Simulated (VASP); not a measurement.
# Mg2TeBr2 (P4/mmm) in VASP: further runs

The runs below take Mg2TeBr2 through single point, relaxation of cell and atoms, with PBE.

Everything below comes from runs of VASP 6.6.1. Logs are shortened: lines on timing, memory, paths and dates and some standing lists are left out, and cuts for length are marked.

**1. The cell of the first run**

It takes space group P4/mmm (No. 123, tetragonal). Conventional cell: a = 4.629 Å, b = 4.629 Å, c = 6.427 Å, α = 90.00°, β = 90.00°, γ = 90.00°. Within 3.7 Å of Mg (site symmetry mmm) lie 4 Br at 2.81 Å and 4 Mg at 3.27 Å. Te (site symmetry 4/mmm) has 8 Br at 3.66 Å and 8 Mg at 3.96 Å and 4 Te at 4.63 Å within 4.8 Å. Br (site symmetry 4mm) has 4 Mg at 2.81 Å and 2 Br at 3.17 to 3.25 Å and 4 Te at 3.66 Å within 3.7 Å.

**2. Single point, PBE**

INCAR reads:

```
PREC = Accurate ; ENCUT = 520
EDIFF = 1E-6 ; ISMEAR = 0
SIGMA = 0.1 ; LREAL = False
LASPH = True ; NELM = 100
ALGO = Normal ; ISIF = 2
LWAVE = False ; LCHARG = True
GGA = PE ; LELF = True
LVHAR = True ; NBANDS = 20
```

KPOINTS reads:

```
regular mesh
0
Gamma
  8 8 6
```

POSCAR reads:

```
Mg2TeBr2
1.0
    4.6293371861      0.0000000000      0.0000000000
    0.0000000000      4.6293371861      0.0000000000
    0.0000000000      0.0000000000      6.4273204949
Mg Te Br
2 1 2
Direct
    0.0000000000      0.5000000000      0.5000000000
    0.5000000000      0.0000000000      0.5000000000
    0.0000000000      0.0000000000      0.0000000000
    0.5000000000      0.5000000000      0.2531408826
    0.5000000000      0.5000000000      0.7468591174
```

Potentials or basis: VASP PAW PBE potentials, release 64 (Mg, Te, Br).

The run is started by

```bash
> cat potpaw_PBE.64/Mg/POTCAR potpaw_PBE.64/Te/POTCAR potpaw_PBE.64/Br/POTCAR > POTCAR
> mpirun -np 1 vasp_std > vasp.out
```

OUTCAR:

```text
PREC = Accurate
   ENCUT = 520
   EDIFF = 1E-6
   ISMEAR = 0
   LREAL = False
   LASPH = True
   NELM = 100
   ISIF = 2
   GGA = PE

 ion  position               nearest neighbor table
   1  0.000  0.500  0.500-   4 2.81   5 2.81   4 2.81   5 2.81   2 3.27   2 3.27   2 3.27   2 3.27

   2  0.500  0.000  0.500-   4 2.81   5 2.81   4 2.81   5 2.81   1 3.27   1 3.27   1 3.27   1 3.27

   3  0.000  0.000  0.000-
   4  0.500  0.500  0.253-   1 2.81   2 2.81   2 2.81   1 2.81
   5  0.500  0.500  0.747-   1 2.81   2 2.81   2 2.81   1 2.81

  LATTYP: Found a simple tetragonal cell.
 ALAT       =     4.6293371861
 C/A-ratio  =     1.3883889284

  Lattice vectors:

 A1 = (   4.6293371861,   0.0000000000,   0.0000000000)
 A2 = (   0.0000000000,   4.6293371861,   0.0000000000)
 A3 = (   0.0000000000,   0.0000000000,   6.4273204949)

Analysis of symmetry for initial positions (statically):
=====================================================================
 Subroutine PRICEL returns:
 Original cell was already a primitive cell.

 Routine SETGRP: Setting up the symmetry group for a
 simple tetragonal supercell.

 Subroutine GETGRP returns: Found 16 space group operations
 (whereof 16 operations were pure point group operations)
 out of a pool of 16 trial point group operations.

The static configuration has the point symmetry D_4h.

Analysis of symmetry for dynamics (positions and initial velocities):
=====================================================================
 Subroutine PRICEL returns:
 Original cell was already a primitive cell.

 Routine SETGRP: Setting up the symmetry group for a
 simple tetragonal supercell.

 Subroutine GETGRP returns: Found 16 space group operations
 (whereof 16 operations were pure point group operations)
 out of a pool of 16 trial point group operations.

The dynamic configuration has the point symmetry D_4h.

 Subroutine INISYM returns: Found 16 space group operations
 (whereof 16 operations are pure point group operations),
 and found     1 'primitive' translations

----------------------------------------------------------------------------------------

                                     Primitive cell

  volume of cell :     137.7424

  direct lattice vectors                    reciprocal lattice vectors
     4.629337186  0.000000000  0.000000000     0.216013645  0.000000000  0.000000000
[... 86 lines left out ...]
   ISPIN  =      1    spin polarized calculation?
   LNONCOLLINEAR =      F non collinear calculations
   LSORBIT =      F    spin-orbit coupling
   LASPH  =      T    aspherical Exc in radial PAW
   ENCUT  =  520.0 eV  38.22 Ry    6.18 a.u.   8.61  8.61 11.95*2*pi/ulx,y,z
   NELM   =    100;   NELMIN=  2; NELMDL= -5     # of ELM steps
   EDIFF  = 0.1E-05   stopping-criterion for ELM
   LREAL  =      F    real-space projection
   EDIFFG = 0.1E-04   stopping-criterion for IOM
   NSW    =      0    number of steps for IOM
   IBRION =     -1    ionic relax: 0-MD 1-quasi-New 2-CG
   NFREE  =      0    steps in history (QN), initial steepest desc. (CG)
   ISIF   =      2    stress and relaxation
   ISYM   =      2    0-nonsym 1-usesym 2-fastsym
   POTIM  = 0.5000    time-step for ionic-motion
   TEBEG  =    0.0;   TEEND  =   0.0 temperature during run
   PSTRESS=    0.0 pullay stress
   NELECT =      24.0000    total number of electrons
   NUPDOWN=      -1.0000    fix difference up-down
   EMIN   =  10.00;   EMAX   =-10.00  energy-range for DOS
   EFERMI =   0.00;   METHOD = LEGACY
   ISMEAR =     0;   SIGMA  =   0.10  broadening in eV -4-tet -1-fermi 0-gaus
   EFERMI_NEDOS =   21; number of points for ismear=-14 and -15
   IALGO  =     38    algorithm
   IMIX   =      4    mixing-type and parameters
     AMIX     =   0.40;   BMIX     =  1.00
     AMIX_MAG =   1.60;   BMIX_MAG =  1.00
  volume/ion in A,a.u.               =      27.55       185.91
  Fermi-wavevector in a.u.,A,eV,Ry     =   0.914372  1.727912 11.375496  0.836075
  Thomas-Fermi vector in A             =   2.038991
   LORBIT       =      0    0 simple, 1 ext, 2 COOP (PROOUT), +10 PAW based schemes
   GGA     = PE    functional components
   LHFCALC =     F    Hartree Fock is set to
   AEXX    =    0.0000 exact exchange contribution
   IVDW    =     0    specifies the selected vdW correction
   LEPSILON=     F    determine dielectric tensor
   LRPA    =     F    only Hartree local field effects (RPA)
 non-spin polarized calculation
 Gauss-broadening in eV      SIGMA  =   0.10
  energy-cutoff  :      520.00
  volume of cell :      137.74
 maximum number of plane-waves:      3734
 NGX is ok and might be reduce to    36
   NGX = 17   NGY = 17   NGZ = 23

 number of electron      24.0000005 magnetization

 Free energy of the ion-electron system (eV)
  ---------------------------------------------------
  ext. energy  EPLUGINS =         0.00000000
  ---------------------------------------------------
  free energy    TOTEN  =       -10.71011823 eV

  energy without entropy =      -10.69519506  energy(sigma->0) =      -10.70265664

 E-fermi :   3.5275     XC(G=0):  -8.7235

 val. band max:        3.5131387578   @ k =   0.2500   0.1250   0.5000
 cond. band min:       3.5384089019   @ k =   0.1250   0.0000   0.0000
 fundamental gap:      0.0252701441
 Fermi energy:         3.5274519038

 k-point     1 :       0.0000    0.0000    0.0000
  band No.  band energies     occupation
      1     -13.0205      2.00000
      2     -12.1673      2.00000
      3      -6.2848      2.00000
      4      -2.8534      2.00000
      5      -1.4712      2.00000
      6      -1.4712      2.00000
[... 541 lines left out ...]
     19       9.3981      0.00000
     20       9.5685      0.00000

 [... further k-points ...]
[... 5 lines left out ...]
  --------------------------------------------------------------------------------------
  -------------------------------------------------------------------------------------
  Total       -0.1038094     -0.1038094     -0.0470070      0.0000000      0.0000000      0.0000000
  in kB       -1.2074795     -1.2074795     -0.5467708      0.0000000      0.0000000      0.0000000
  external PRESSURE =      -0.9872432 kB  Pullay stress =       0.0000000 kB

 VOLUME and BASIS-vectors are now :
 -----------------------------------------------------------------------------
  energy-cutoff  :      520.00
  volume of cell :      137.74
      direct lattice vectors                 reciprocal lattice vectors
     4.629337186  0.000000000  0.000000000     0.216013645  0.000000000  0.000000000
     0.000000000  4.629337186  0.000000000     0.000000000  0.216013645  0.000000000
     0.000000000  0.000000000  6.427320495     0.000000000  0.000000000  0.155585831

 POSITION                                       TOTAL-FORCE (eV/Angst)
 -----------------------------------------------------------------------------------
      0.00000      2.31467      3.21366         0.000000     -0.000000      0.000000
      2.31467      0.00000      3.21366         0.000000     -0.000000      0.000000
      0.00000      0.00000      0.00000         0.000000     -0.000000      0.000000
      2.31467      2.31467      1.62702         0.000000      0.000000      0.008664
      2.31467      2.31467      4.80030         0.000000      0.000000     -0.008664
 -----------------------------------------------------------------------------------
    total drift:                                0.000000      0.000000     -0.000000

  FREE ENERGIE OF THE ION-ELECTRON SYSTEM (eV)
  ---------------------------------------------------
  free  energy   TOTEN  =       -10.7101182271 eV

  energy  without entropy=      -10.6951950564  energy(sigma->0) =      -10.70265664
```

It used 160 s of CPU time on 1 thread of Intel(R) Xeon(R) Platinum 8375C CPU @ 2.90GHz (Ice Lake) (shared host).

Results:

```yaml
Free_energy: -10.7101 eV
Pressure: -0.1 GPa
Largest_force: 0.009 eV/Å
Band_gap_on_the_k_mesh: zero (band 12 reaches 3.79 eV, above the bottom of band 13 at 2.70 eV)
```

Forces on the atoms (eV/Å):
```
Mg   0.000  0.000  0.000
Mg   0.000  0.000  0.000
Te   0.000  0.000  0.000
Br   0.000  0.000  0.009
Br   0.000  0.000 -0.009
```

Caveat: spin-orbit coupling is left out, which moves the levels of the heavy elements.

**3. Relaxation of cell and atoms, PBE**

This run uses another cell than the first one, of 27.61 Å³/atom, 1.002 times its volume.

INCAR reads:

```
PREC     = Accurate       # precision mode
ENCUT    = 600            # plane-wave cutoff, eV
EDIFF    = 1E-6           # SCF threshold, eV
ISMEAR   = 0              # smearing method
SIGMA    = 0.1            # smearing width, eV
LREAL    = F              # projectors in reciprocal space
LASPH    = T              # aspherical terms in the spheres
NELM     = 100            # most SCF steps
ALGO     = Normal         # electronic algorithm
ISIF     = 3              # what is computed and relaxed
LWAVE    = F              # write WAVECAR
LCHARG   = F              # write CHGCAR
GGA      = PE             # functional
IBRION   = 2              # ionic algorithm
NSW      = 100            # ionic steps
EDIFFG   = -0.01          # ionic threshold
```

KPOINTS is that of step 2.

POSCAR reads:

```
Mg2TeBr2
1.0
    4.6572986636      0.0000000000      0.0000000000
    0.0000000000      4.6572986636      0.0000000000
    0.0000000000      0.0000000000      6.3653284297
Mg Te Br
2 1 2
Direct
    0.0000000000      0.5000000000      0.5000000000
    0.5000000000      0.0000000000      0.5000000000
    0.0000000000      0.0000000000      0.0000000000
    0.5000000000      0.5000000000      0.2529340715
    0.5000000000      0.5000000000      0.7470659285
```

Potentials or basis: VASP PAW PBE potentials, release 64 (Mg, Te, Br).

The run is started by

```bash
> cat potpaw_PBE.64/Mg/POTCAR potpaw_PBE.64/Te/POTCAR potpaw_PBE.64/Br/POTCAR > POTCAR
> mpirun -np 1 vasp_std > vasp.out
```

It took 10 min on 1 thread of Intel Xeon Platinum 8375C at 2.90GHz (Ice Lake), shared host; peak memory 0.43 GiB.

The run converged. Its results:

| Item | Value |
| --- | --- |
| Free energy | -10.7103 eV |
| Relaxed volume | 27.44 Å³/atom |
| Relaxed cell | a = 4.620 Å, b = 4.620 Å, c = 6.428 Å, α = 90.00°, β = 90.00°, γ = 90.00° |
| Space group after relaxing (to 0.05 Å) | P4/mmm (No. 123) |
| Energy gained by relaxing | 0.8 meV/atom |
| Ionic steps | 6 |
| Pressure after relaxing | 0.0 GPa |
| Band gap on the k mesh | zero (band 12 reaches 3.83 eV, above the bottom of band 13 at 2.72 eV) |

Forces in eV/Å, atoms in the order of the input:
```
Mg   0.000  0.000  0.000
Mg   0.000  0.000  0.000
Te   0.000  0.000  0.000
Br   0.000  0.000 -0.002
Br   0.000  0.000  0.002
```

Step by step:
```tsv
step	energy change (eV)	largest force (eV/Å)	pressure (GPa)	volume (Å³)
1	0.0000	0.0191	-0.10	138.07
2	-0.0021	0.0042	-0.06	137.73
3	-0.0034	0.0607	0.05	136.87
4	-0.0036	0.0450	0.02	137.12
5	-0.0038	0.0126	0.02	137.16
6	-0.0039	0.0025	0.03	137.18
```

Final structure:
```
Mg Te Br
1.0
     4.61971    0.00000    0.00000
     0.00000    4.61971    0.00000
     0.00000    0.00000    6.42772
Mg Te Br
2 1 2
Direct
  0.00000 0.50000 0.50000
  0.50000 0.00000 0.50000
  0.00000 0.00000 0.00000
  0.50000 0.50000 0.25318
  0.50000 0.50000 0.74682
```

Levels at points of the mesh, in eV from the Fermi level:
| k point | band 8 | band 9 | band 10 | band 11 | band 12 | band 13 | band 14 | band 15 | band 16 |
| --- | --- | --- | --- | --- | --- | --- | --- | --- | --- |
| (0.00, 0.00, 0.00) | -3.81 | -1.93 | -1.73 | -1.58 | 0.07 | 0.07 | 1.24 | 3.22 | 3.22 |
| (0.50, 0.00, 0.00) | -3.72 | -1.84 | -1.79 | -0.44 | -0.42 | -0.38 | 1.56 | 2.98 | 3.20 |
| (0.50, 0.50, 0.00) | -4.41 | -1.81 | -1.43 | -0.90 | -0.84 | -0.84 | 1.92 | 1.92 | 4.54 |
| (0.00, 0.00, 0.50) | -4.28 | -3.73 | -2.94 | 0.27 | 0.27 | 1.24 | 1.56 | 2.69 | 2.98 |
| (0.50, 0.00, 0.50) | -4.03 | -4.02 | -1.06 | -0.91 | -0.31 | 0.22 | 0.65 | 2.43 | 4.57 |
| (0.50, 0.50, 0.50) | -4.81 | -3.75 | -2.55 | -0.19 | -0.19 | 1.50 | 2.01 | 2.01 | 4.27 |

Caveat: spin-orbit coupling is left out, which moves the levels of the heavy elements.

(Part 1 of 2 ends here.)
